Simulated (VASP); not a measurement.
# AlGa2N3 (I-4m2) in VASP: notebook

Runs on AlGa2N3. Level: PBE. Tasks: single point, relaxation of shape and atoms at fixed volume.

Everything below comes from runs of VASP 6.6.1. Logs are shortened: lines on timing, memory, paths and dates and some standing lists are left out, and cuts for length are marked.

### Step 1. The cell of the first run

The structure is tetragonal, space group I-4m2 (No. 119). The conventional cell has a = 3.185 Å, b = 3.185 Å, c = 13.472 Å, α = 90.00°, β = 90.00°, γ = 90.00°. Within 2.5 Å of Al (site symmetry -4m2) lie 4 N at 1.91 Å. Within 2.6 Å of Ga (site symmetry 2mm) lie 4 N at 1.96 to 1.97 Å. Within 2.5 Å of N (site symmetry 2mm) lie 2 Al at 1.91 Å and 2 Ga at 1.97 Å. Within 2.6 Å of N (site symmetry -4m2) lie 4 Ga at 1.96 Å.

### Step 2. Single point, PBE

Input file INCAR:

```
ALGO = Normal
EDIFF = 1E-6
ENCUT = 520
GGA = PE
ISIF = 2
ISMEAR = 0
LASPH = T
LCHARG = F
LREAL = F
LWAVE = F
NBANDS = 31
NELM = 60
PREC = Accurate
SIGMA = 0.1
```

Input file KPOINTS:

```
k-points
0
Gamma
  8 8 8
```

Input file POSCAR:

```
AlGa2N3
1.0
   -1.5923199000      1.5923199000      6.7358116000
    1.5923199000     -1.5923199000      6.7358116000
    1.5923199000      1.5923199000     -6.7358116000
Al Ga N
1 2 3
Direct
    0.5000000000      0.5000000000      0.0000000000
    0.8353920000      0.8353920000      0.0000000000
    0.1646080000      0.1646080000      0.0000000000
    0.4215160000      0.9215160000      0.5000000000
    0.0784840000      0.5784840000      0.5000000000
    0.7500000000      0.2500000000      0.5000000000
```

Potentials or basis: VASP PAW PBE potentials, release 64 (Al, Ga_d, N).

The run is started by

```console
$ cat potpaw_PBE.64/Al/POTCAR potpaw_PBE.64/Ga_d/POTCAR potpaw_PBE.64/N/POTCAR > POTCAR
$ mpirun -np 1 vasp_std > vasp.out
```

OUTCAR:

```text
EDIFF = 1E-6
   ENCUT = 520
   GGA = PE
   ISIF = 2
   ISMEAR = 0
   LASPH = T
   LREAL = F
   NELM = 60
   PREC = Accurate

 ion  position               nearest neighbor table
   1  0.500  0.500  0.000-   5 1.91   4 1.91   5 1.91   4 1.91
   2  0.835  0.835  0.000-   6 1.96   6 1.96   4 1.97   4 1.97
   3  0.165  0.165  0.000-   6 1.96   6 1.96   5 1.97   5 1.97
   4  0.422  0.922  0.500-   1 1.91   1 1.91   2 1.97   2 1.97
   5  0.078  0.578  0.500-   1 1.91   1 1.91   3 1.97   3 1.97
   6  0.750  0.250  0.500-   2 1.96   3 1.96   2 1.96   3 1.96

  LATTYP: Found a body centered tetragonal cell.
 ALAT       =     3.1846398000
 C/A-ratio  =     4.2301874140

  Lattice vectors:

 A1 = (  -1.5923199000,   1.5923199000,   6.7358116000)
 A2 = (   1.5923199000,  -1.5923199000,   6.7358116000)
 A3 = (   1.5923199000,   1.5923199000,  -6.7358116000)

Analysis of symmetry for initial positions (statically):
=====================================================================
 Subroutine PRICEL returns:
 Original cell was already a primitive cell.

 Routine SETGRP: Setting up the symmetry group for a
 body centered tetragonal supercell.

 Subroutine GETGRP returns: Found  8 space group operations
 (whereof  8 operations were pure point group operations)
 out of a pool of 16 trial point group operations.

The static configuration has the point symmetry D_2d.

Analysis of symmetry for dynamics (positions and initial velocities):
=====================================================================
 Subroutine PRICEL returns:
 Original cell was already a primitive cell.

 Routine SETGRP: Setting up the symmetry group for a
 body centered tetragonal supercell.

 Subroutine GETGRP returns: Found  8 space group operations
 (whereof  8 operations were pure point group operations)
 out of a pool of 16 trial point group operations.

The dynamic configuration has the point symmetry D_2d.

 Subroutine INISYM returns: Found  8 space group operations
 (whereof  8 operations are pure point group operations),
 and found     1 'primitive' translations

----------------------------------------------------------------------------------------

                                     Primitive cell

  volume of cell :      68.3141
[... 96 lines left out ...]
   NELM   =     60;   NELMIN=  2; NELMDL= -5     # of ELM steps
   EDIFF  = 0.1E-05   stopping-criterion for ELM
   LREAL  =      F    real-space projection
   EDIFFG = 0.1E-04   stopping-criterion for IOM
   NSW    =      0    number of steps for IOM
   IBRION =     -1    ionic relax: 0-MD 1-quasi-New 2-CG
   NFREE  =      0    steps in history (QN), initial steepest desc. (CG)
   ISIF   =      2    stress and relaxation
   ISYM   =      2    0-nonsym 1-usesym 2-fastsym
   POTIM  = 0.5000    time-step for ionic-motion
   TEBEG  =    0.0;   TEEND  =   0.0 temperature during run
   PSTRESS=    0.0 pullay stress
   NELECT =      44.0000    total number of electrons
   NUPDOWN=      -1.0000    fix difference up-down
   EMIN   =  10.00;   EMAX   =-10.00  energy-range for DOS
   EFERMI =   0.00;   METHOD = LEGACY
   ISMEAR =     0;   SIGMA  =   0.10  broadening in eV -4-tet -1-fermi 0-gaus
   EFERMI_NEDOS =   21; number of points for ismear=-14 and -15
   IALGO  =     38    algorithm
   IMIX   =      4    mixing-type and parameters
     AMIX     =   0.40;   BMIX     =  1.00
     AMIX_MAG =   1.60;   BMIX_MAG =  1.00
  volume/ion in A,a.u.               =      11.39        76.83
  Fermi-wavevector in a.u.,A,eV,Ry     =   1.413803  2.671700 27.195851  1.998839
  Thomas-Fermi vector in A             =   2.535411
   LORBIT       =      0    0 simple, 1 ext, 2 COOP (PROOUT), +10 PAW based schemes
   GGA     = PE    functional components
   LHFCALC =     F    Hartree Fock is set to
   AEXX    =    0.0000 exact exchange contribution
   IVDW    =     0    specifies the selected vdW correction
   LEPSILON=     F    determine dielectric tensor
   LRPA    =     F    only Hartree local field effects (RPA)
 non-spin polarized calculation
 Gauss-broadening in eV      SIGMA  =   0.10
  energy-cutoff  :      520.00
  volume of cell :       68.31
 maximum number of plane-waves:      1864
 NGX is ok and might be reduce to    54

 number of electron      44.0000005 magnetization

 Free energy of the ion-electron system (eV)
  ---------------------------------------------------
  ext. energy  EPLUGINS =         0.00000000
  ---------------------------------------------------
  free energy    TOTEN  =       -39.13820142 eV

  energy without entropy =      -39.13820142  energy(sigma->0) =      -39.13820142

 E-fermi :   5.7036     XC(G=0): -11.3141

 val. band max:        5.2678821325   @ k =   0.0000   0.0000   0.0000
 cond. band min:       7.5164821589   @ k =   0.0000   0.0000   0.0000
 fundamental gap:      2.2486000264
 Fermi energy:         5.7036290504

 k-point     1 :       0.0000    0.0000    0.0000
  band No.  band energies     occupation
      1     -10.2063      2.00000
      2      -9.3797      2.00000
      3      -8.8797      2.00000
      4      -7.9006      2.00000
      5      -7.9006      2.00000
      6      -7.8495      2.00000
[... 805 lines left out ...]
     30      15.8664      0.00000
     31      16.3968      0.00000

 [... further k-points ...]

------------------------ aborting loop because EDIFF is reached ----------------------------------------

  FORCE on cell =-STRESS in cart. coord.  units (eV):
  Direction    XX          YY          ZZ          XY          YZ          ZX
  --------------------------------------------------------------------------------------
  -------------------------------------------------------------------------------------
  Total        0.0007338      0.0007338     -0.0024367      0.0000000     -0.0000000      0.0000000
  in kB        0.0172098      0.0172098     -0.0571493      0.0000000     -0.0000000      0.0000000
  external PRESSURE =      -0.0075766 kB  Pullay stress =       0.0000000 kB

 VOLUME and BASIS-vectors are now :
 -----------------------------------------------------------------------------
  energy-cutoff  :      520.00
  volume of cell :       68.31
      direct lattice vectors                 reciprocal lattice vectors
    -1.592319900  1.592319900  6.735811600     0.000000000  0.314007254  0.074230105
     1.592319900 -1.592319900  6.735811600     0.314007254  0.000000000  0.074230105
     1.592319900  1.592319900 -6.735811600     0.314007254  0.314007254  0.000000000

 POSITION                                       TOTAL-FORCE (eV/Angst)
 -----------------------------------------------------------------------------------
      0.00000      0.00000      6.73581        -0.000000      0.000000      0.000000
      0.00000      0.00000     11.25409        -0.000000     -0.000000     -0.007890
      0.00000      0.00000      2.21754         0.000000      0.000000      0.007890
      1.59232      0.00000      5.67850         0.000000     -0.000000      0.024740
      1.59232      0.00000      1.05731         0.000000     -0.000000     -0.024740
     -0.00000      1.59232      3.36791        -0.000000      0.000000      0.000000
 -----------------------------------------------------------------------------------
    total drift:                                0.000001     -0.000001      0.000000

  FREE ENERGIE OF THE ION-ELECTRON SYSTEM (eV)
  ---------------------------------------------------
  free  energy   TOTEN  =       -39.1382014168 eV

  energy  without entropy=      -39.1382014168  energy(sigma->0) =      -39.13820142
```

OSZICAR:

```text
N       E                     dE             d eps       ncg     rms          rms(c)
DAV:   1     0.397244681996E+03    0.39724E+03   -0.20870E+04  4073   0.230E+03
DAV:   2     0.146271272603E+02   -0.38262E+03   -0.35733E+03  4042   0.558E+02
DAV:   3    -0.425596215924E+02   -0.57187E+02   -0.56173E+02  4065   0.158E+02
DAV:   4    -0.454646479892E+02   -0.29050E+01   -0.28879E+01  5057   0.391E+01
DAV:   5    -0.455275570522E+02   -0.62909E-01   -0.62890E-01  4116   0.535E+00    0.138E+01
DAV:   6    -0.389704648273E+02    0.65571E+01   -0.18568E+01  6043   0.534E+01    0.400E+00
DAV:   7    -0.391704926292E+02   -0.20003E+00   -0.27694E+00  4155   0.108E+01    0.347E+00
DAV:   8    -0.391604187088E+02    0.10074E-01   -0.31253E-01  5613   0.675E+00    0.862E-01
DAV:   9    -0.391380051430E+02    0.22414E-01   -0.88337E-02  6131   0.445E+00    0.477E-01
DAV:  10    -0.391380649954E+02   -0.59852E-04   -0.10833E-02  4183   0.632E-01    0.251E-01
DAV:  11    -0.391381913977E+02   -0.12640E-03   -0.10381E-03  5713   0.229E-01    0.803E-02
DAV:  12    -0.391381986067E+02   -0.72090E-05   -0.24424E-04  4783   0.136E-01    0.279E-02
DAV:  13    -0.391381998644E+02   -0.12577E-05   -0.11751E-04  5758   0.109E-01    0.114E-02
DAV:  14    -0.391382012871E+02   -0.14227E-05   -0.15778E-05  4891   0.410E-02    0.680E-03
DAV:  15    -0.391382014168E+02   -0.12967E-06   -0.13485E-06  3109   0.146E-02
   1 F= -.39138201E+02 E0= -.39138201E+02  d E =-.137058E-11
```

It took 4.3 min on 1 thread of Intel Xeon Platinum 8559C (Emerald Rapids), shared host; peak memory 0.42 GiB.

What came out:

```
Free energy            : -39.1382 eV
Pressure               : 0.0 GPa
Largest force          : 0.025 eV/Å
Band gap on the k mesh : 2.25 eV
```

Forces on the atoms (eV/Å):
```
Al   0.000  0.000  0.000
Ga   0.000  0.000 -0.008
Ga   0.000  0.000  0.008
N    0.000  0.000  0.025
N    0.000  0.000 -0.025
N    0.000  0.000  0.000
```

A k mesh can miss the band edges.

### Step 3. Single point, PBE

This run uses another cell than the first one: it holds 12 atoms, not 6.

Input file INCAR:

```
SYSTEM = AlGa2N3
ALGO = Normal
EDIFF = 1E-7
ENCUT = 520
GGA = PE
ISIF = 2
ISMEAR = 0
LASPH = .TRUE.
LCHARG = .FALSE.
LREAL = .FALSE.
LWAVE = .FALSE.
NBANDS = 56
NELM = 100
PREC = Accurate
SIGMA = 0.1
```

Input file KPOINTS:

```
k-points
0
G
  4 2 4
  0 0 0
```

Input file POSCAR:

```
AlGa2N3
1.0
    3.1846398000      0.0000000000      0.0000000000
    0.0000000000     -6.3692796000      0.0000000000
   -1.5923199000      1.5923199000     -6.7358116000
Al Ga N
2 4 6
Direct
    0.5000000000      0.7500000000      0.0000000000
    0.5000000000      0.2500000000      0.0000000000
    0.1646080000      0.5823040000      0.3292160000
    0.1646080000      0.0823040000      0.3292160000
    0.8353920000      0.9176960000      0.6707840000
    0.8353920000      0.4176960000      0.6707840000
    0.0784840000      0.7892420000      0.1569680000
    0.0784840000      0.2892420000      0.1569680000
    0.4215160000      0.9607580000      0.8430320000
    0.4215160000      0.4607580000      0.8430320000
    0.7500000000      0.6250000000      0.5000000000
    0.7500000000      0.1250000000      0.5000000000
```

Potentials or basis: VASP PAW PBE potentials, release 64 (Al, Ga_d, N).

The run is started by

```console
$ cat potpaw_PBE.64/Al/POTCAR potpaw_PBE.64/Ga_d/POTCAR potpaw_PBE.64/N/POTCAR > POTCAR
$ mpirun -np 1 vasp_std > vasp.out
```

Run time: 70 s. Hardware: 1 thread of Intel Xeon Platinum 8559C (Emerald Rapids), shared host; peak memory 0.27 GiB.

The run converged. Its results:

```
Free energy            : -78.1726 eV
Pressure               : -0.1 GPa
Largest force          : 0.037 eV/Å
Band gap on the k mesh : 2.24 eV
```

Forces on the atoms (eV/Å):
```
Al   0.000  0.000  0.000
Al   0.000  0.000  0.000
Ga   0.000  0.000 -0.012
Ga   0.000  0.000 -0.012
Ga   0.000  0.000  0.012
Ga   0.000  0.000  0.012
N    0.000  0.000  0.037
N    0.000  0.000  0.037
N    0.000  0.000 -0.037
N    0.000  0.000 -0.037
N    0.000  0.000  0.000
N    0.000  0.000  0.000
```

Stress tensor (GPa, compression positive):
```
 0.13  0.00  0.00
 0.00  0.13  0.00
 0.00  0.00 -0.42
```

Levels at points of the mesh, in eV from the valence-band top:
```
           k point  band 42  band 43  band 44  band 45  band 46  band 47
(0.00, 0.00, 0.00)    -0.12     0.00     0.00     2.24     4.45     4.47
(0.50, 0.00, 0.00)    -0.81    -0.77    -0.68     3.28     5.03     5.16
(0.00, 0.50, 0.00)    -0.82    -0.19    -0.19     4.28     4.28     5.54
(0.50, 0.50, 0.00)    -1.64    -1.51    -1.51     4.99     4.99     5.50
(0.00, 0.00, 0.50)    -0.68    -0.50    -0.50     3.30     4.21     4.44
(0.00, 0.50, 0.50)    -0.46    -0.38    -0.38     4.41     4.41     5.06
```

Caveat: the k points lie up to 0.51 Å⁻¹ apart.

### Step 4. Single point, PBE

This run uses another cell than the first one: it holds 12 atoms, not 6.

Input file INCAR:

```
ALGO     = Normal         # electronic algorithm
EDIFF    = 1E-6           # SCF threshold, eV
ENCUT    = 520            # plane-wave cutoff, eV
GGA      = PE             # functional
ISIF     = 2              # what is computed and relaxed
ISMEAR   = 0              # smearing method
LASPH    = True           # aspherical terms in the spheres
LCHARG   = False          # write CHGCAR
LREAL    = False          # projectors in reciprocal space
LWAVE    = False          # write WAVECAR
NBANDS   = 56             # bands
NELM     = 80             # most SCF steps
PREC     = Accurate       # precision mode
SIGMA    = 0.1            # smearing width, eV
```

Input file KPOINTS:

```
k-points
0
Gamma
  4 2 4
```

Input file POSCAR:

```
AlGa2N3
1.0
    3.1893638046      0.0000406190      0.0000480201
   -0.0000809774     -6.3786614081      0.0000410667
   -1.5944601607      1.5945454596     -6.7149562369
Al Ga N
2 4 6
Direct
    0.5000011080      0.7499986967      0.0000030041
    0.5000031765      0.2499999100     -0.0000006596
    0.1646094784      0.5822996924      0.3292052508
    0.1645961626      0.0823000015      0.3292023795
    0.8354045398      0.9177029785      0.6707997025
    0.8353997490      0.4177007966      0.6707955707
    0.0784170531      0.7892077000      0.1568317440
    0.0784161728      0.2892075192      0.1568335470
    0.4215804691      0.9607916353      0.8431653834
    0.4215811417      0.4607895406      0.8431651381
    0.7499972900      0.6250015253      0.5000004018
    0.7499936589      0.1250000039      0.4999985376
```

The run is started by

```console
$ cat potpaw_PBE.64/Al/POTCAR potpaw_PBE.64/Ga_d/POTCAR potpaw_PBE.64/N/POTCAR > POTCAR
$ mpirun -np 1 vasp_std > vasp.out
```

Wall time 81 s (1 thread of Intel Xeon Platinum 8559C (Emerald Rapids), shared host); peak memory 0.29 GiB.

Results (log left out):

| Property | Result |
| --- | --- |
| Free energy | -78.1735 eV |
| Pressure | 0.0 GPa |
| Largest force | 0.024 eV/Å |
| Band gap on the k mesh | 2.25 eV |

Forces in eV/Å, atoms in the order of the input:
```
Al   0.000  0.000  0.000
Al   0.000  0.000  0.000
Ga   0.000  0.000 -0.001
Ga   0.000  0.000 -0.002
Ga   0.000  0.000  0.002
Ga   0.000  0.000  0.001
N    0.000  0.000  0.023
N    0.000  0.000  0.023
N    0.000  0.000 -0.024
N    0.000  0.000 -0.023
N    0.000  0.000  0.000
N    0.000  0.000  0.000
```

Levels at points of the mesh, in eV from the valence-band top:
```tsv
k point	band 42	band 43	band 44	band 45	band 46	band 47
(0.00, 0.00, 0.00)	-0.10	0.00	0.00	2.25	4.45	4.49
(0.50, 0.00, 0.00)	-0.79	-0.78	-0.69	3.30	5.04	5.20
(0.50, 0.00, 0.50)	-0.79	-0.78	-0.69	3.30	5.04	5.20
(0.00, 0.50, 0.00)	-0.80	-0.19	-0.19	4.29	4.29	5.53
(0.50, 0.50, 0.00)	-1.63	-1.50	-1.50	5.00	5.00	5.52
(0.50, 0.50, 0.50)	-1.63	-1.50	-1.50	5.00	5.00	5.52
(0.00, 0.00, 0.50)	-0.69	-0.50	-0.50	3.29	4.23	4.45
(0.00, 0.50, 0.50)	-0.44	-0.39	-0.39	4.42	4.42	5.05
```

Caveat: the k points lie up to 0.51 Å⁻¹ apart.

### Step 5. Single point, PBE (10.02 Å³/atom)

This run uses another cell than the first one, of 10.02 Å³/atom.

Input file INCAR:

```
PREC = Accurate
ENCUT = 520
EDIFF = 1E-6
ISMEAR = 0
SIGMA = 0.02
LREAL = False
LASPH = True
NELM = 60
ALGO = Normal
ISIF = 2
LWAVE = False
LCHARG = False
GGA = PE
NBANDS = 31
```

Input file KPOINTS:

```
regular mesh
0
Gamma
  12 12 12
```

Input file POSCAR:

```
AlGa2N3
1.0
   -1.5273055170      1.5273055170      6.4429002570
    1.5273055170     -1.5273055170      6.4429002570
    1.5273055170      1.5273055170     -6.4429002570
Al Ga N
1 2 3
Direct
    0.5000000000      0.5000000000      0.0000000000
    0.8355913243      0.8355913243      0.0000000000
    0.1644086757      0.1644086757      0.0000000000
    0.4216816580      0.9216816580      0.5000000000
    0.0783183420      0.5783183420      0.5000000000
    0.7500000000      0.2500000000      0.5000000000
```

The run is started by

```console
$ cat potpaw_PBE.64/Al/POTCAR potpaw_PBE.64/Ga_d/POTCAR potpaw_PBE.64/N/POTCAR > POTCAR
$ mpirun -np 1 vasp_std > vasp.out
```

Run time: 11 min. Hardware: 1 thread of Intel Xeon Platinum 8559C (Emerald Rapids), shared host; peak memory 0.56 GiB.

Results (log left out):

```
Free energy            : -38.4524 eV
Pressure               : 29.8 GPa
Band gap on the k mesh : 3.15 eV
```

Forces in eV/Å, atoms in the order of the input:
```
Al   0.000  0.000  0.000
Ga   0.000  0.000 -0.003
Ga   0.000  0.000  0.003
N    0.000  0.000  0.002
N    0.000  0.000 -0.002
N    0.000  0.000  0.000
```

Levels at points of the mesh, in eV from the valence-band top:
```csv
k point,band 18,band 19,band 20,band 21,band 22,band 23,band 24,band 25,band 26,band 27
"(0.00, 0.00, 0.00)",-2.01,-2.01,-0.15,0.00,0.00,3.15,4.71,4.73,8.19,8.63
"(0.50, 0.00, 0.00)",-2.40,-1.31,-0.92,-0.91,-0.78,6.02,7.03,8.00,8.18,8.45
"(0.50, 0.50, 0.00)",-3.70,-3.47,-3.44,-2.71,-2.68,3.32,5.37,5.62,7.46,9.00
"(0.50, 0.50, 0.50)",-1.56,-1.10,-1.10,-0.55,-0.55,3.42,4.97,5.24,7.75,9.90
```

Caveat: the cell stands under pressure.

### Step 6. Relaxation of shape and atoms at fixed volume, PBE (10.36 Å³/atom)

This run uses another cell than the first one, of 10.36 Å³/atom.

Input file INCAR:

```
SYSTEM = AlGa2N3
PREC = Accurate ; ENCUT = 600
EDIFF = 1E-6 ; ISMEAR = 0
SIGMA = 0.02 ; LREAL = .FALSE.
LASPH = .TRUE. ; NELM = 100
ALGO = Normal ; ISIF = 4
LWAVE = .FALSE. ; LCHARG = .FALSE.
GGA = PE ; IBRION = 2
NSW = 50 ; EDIFFG = -0.01
```

Input file KPOINTS:

```
regular mesh
0
G
  12 12 12
  0 0 0
```

Input file POSCAR:

```
AlGa2N3
1.0
   -1.5433588406      1.5433588406      6.5246638429
    1.5433588406     -1.5433588406      6.5246638429
    1.5433588406      1.5433588406     -6.5246638429
Al Ga N
1 2 3
Direct
    0.5000000000      0.5000000000      0.0000000000
    0.8354344948      0.8354344948      0.0000000000
    0.1645655052      0.1645655052      0.0000000000
    0.4215389247      0.9215389247      0.5000000000
    0.0784610753      0.5784610753      0.5000000000
    0.7500000000      0.2500000000      0.5000000000
```

Potentials or basis: VASP PAW PBE potentials, release 64 (Al, Ga_d, N).

The run is started by

```console
$ cat potpaw_PBE.64/Al/POTCAR potpaw_PBE.64/Ga_d/POTCAR potpaw_PBE.64/N/POTCAR > POTCAR
$ mpirun -np 1 vasp_std > vasp.out
```

Wall time 19 min (1 thread of AMD EPYC 9R45 (Zen 5), shared host); peak memory 0.63 GiB.

The run converged. Its results:

| Property | Result |
| --- | --- |
| Free energy | -38.7782 eV |
| Energy gained by relaxing | 0.0 meV/atom |
| Ionic steps | 2 |
| Pressure after relaxing | 20.3 GPa |
| Largest force after relaxing | 0.007 eV/Å |
| Band gap on the k mesh | 2.91 eV |

Forces in eV/Å, atoms in the order of the input:
```
Al   0.000  0.000  0.000
Ga   0.000  0.000  0.000
Ga   0.000  0.000  0.000
N    0.000  0.000  0.007
N    0.000  0.000 -0.007
N    0.000  0.000  0.000
```

Stress tensor (GPa, compression positive):
```
20.37  0.00  0.00
 0.00 20.37  0.00
 0.00  0.00 20.27
```

Final structure:
```
Al Ga N
1.0
    -1.54356    1.54356    6.52297
     1.54356   -1.54356    6.52297
     1.54356    1.54356   -6.52297
Al Ga N
1 2 3
Direct
  0.50000 0.50000 0.00000
  0.83551 0.83551 0.00000
  0.16449 0.16449 0.00000
  0.42160 0.92160 0.50000
  0.07840 0.57840 0.50000
  0.75000 0.25000 0.50000
```

Levels at points of the mesh, in eV from the valence-band top:
| k point | band 19 | band 20 | band 21 | band 22 | band 23 | band 24 | band 25 | band 26 |
| --- | --- | --- | --- | --- | --- | --- | --- | --- |
| (0.00, 0.00, 0.00) | -1.94 | -0.14 | 0.00 | 0.00 | 2.91 | 4.65 | 4.66 | 7.93 |
| (0.50, 0.00, 0.00) | -1.26 | -0.88 | -0.87 | -0.75 | 5.76 | 6.77 | 7.86 | 7.96 |
| (0.50, 0.50, 0.00) | -3.34 | -3.33 | -2.62 | -2.59 | 3.32 | 5.32 | 5.54 | 7.24 |
| (0.50, 0.50, 0.50) | -1.05 | -1.05 | -0.53 | -0.53 | 3.40 | 4.76 | 5.02 | 7.59 |

(Part 1 of 2 ends here.)
